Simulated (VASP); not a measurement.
Wanted: the native input for a VASP 6.6.1 run.

- Task: relaxation of cell and atoms
- Functional: PBEsol
- Potentials or basis: VASP PAW PBE potentials, release 64 (Te)
- Cutoff: 600 eV
- k mesh: 12 × 12 × 8
- Occupations: gaussian, width 0.1 eV
- Spin: no spin polarisation
- Dipole correction: no
- Further INCAR settings: ALGO = Normal; EDIFF = 1e-07; IBRION = 2; EDIFFG = -0.005; NSW = 70; ISIF = 3

The structure of Te lies in POSCAR:

```
Te
1.0
    4.3165953890      0.0000000000      0.0000000000
   -2.1582976945      3.7382812647      0.0000000000
    0.0000000000      0.0000000000      5.9691302748
Te
3
Direct
    0.2847541133      0.0000000000      0.3333333333
    0.0000000000      0.2847541133      0.6666666667
    0.7152458867      0.7152458867      0.0000000000
```

The input as run:

INCAR

```
ALGO = Normal ; EDIFF = 1E-7
EDIFFG = -0.005 ; ENCUT = 600
GGA = PS ; IBRION = 2
ISIF = 3 ; ISMEAR = 0
LASPH = T ; LCHARG = F
LREAL = F ; LWAVE = F
NELM = 80 ; NSW = 70
PREC = Accurate ; SIGMA = 0.1
```

KPOINTS

```
k-points
0
Gamma
  12 12 8
```

Potentials or basis: VASP PAW PBE potentials, release 64 (Te).

The run is started by

```bash
$ cat potpaw_PBE.64/Te/POTCAR > POTCAR
$ mpirun -np 1 vasp_std > vasp.out
```

It gave:

| Quantity | Value |
| --- | --- |
| Relaxed volume | 32.03 Å³/atom |
| Relaxed cell | a = 4.314 Å, b = 4.314 Å, c = 5.962 Å, α = 90.00°, β = 90.00°, γ = 120.00° |
| Space group after relaxing (to 0.1 Å) | P3_121 (No. 152) |
| Energy gained by relaxing | 0.0 meV/atom |
| Ionic steps | 3 |
| Pressure after relaxing | 0.0 GPa |
| Largest force after relaxing | 0.005 eV/Å |
| Band gap on the k mesh | zero (filled and empty bands touch) |

Caveat: the PAW data sets were made with another functional, which shifts forces and pressure a little; spin-orbit coupling is left out, which moves the levels of the heavy elements.

It took 4.7 min on 1 thread of Intel(R) Xeon(R) Platinum 8259CL CPU @ 2.50GHz (Skylake/Cascade Lake), with other jobs on the host, peak memory 0.36 GiB.
